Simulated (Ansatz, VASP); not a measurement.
InP in VASP and in Ansatz

```
In P
1.0
     0.00000    2.85500    2.82645
     2.85500    0.00000    2.82645
     2.85500    2.85500    0.00000
In P
1 1
Direct
  0.00000 0.00000 0.00000
  0.50000 0.50000 0.50000
```

Change from the starting cell: zz strain of -1 %.

Alike in both runs: task single point; functional LDA; k mesh 11 × 11 × 11; occupations fermi-dirac, width 0.05 eV; no spin polarisation.

|  | VASP | Ansatz |
| --- | --- | --- |
| version | VASP 6.6.1 | Ansatz 0.2.0 |
| potentials or method | VASP PAW LDA potentials, release 64 (In_d, P), cutoff 520 eV | all-electron LAPW, scalar-relativistic |

```csv
,VASP,Ansatz,Ansatz less VASP
pressure (GPa),-9.3,-9.2,+0.02
"traceless stress, the component that is largest in VASP (GPa)",0.50,0.50,-0.003
```

LDA's correlation is that of Perdew and Zunger in VASP and of Perdew and Wang (1992) in Ansatz. Ansatz ran all-electron here, and VASP with PAW potentials.
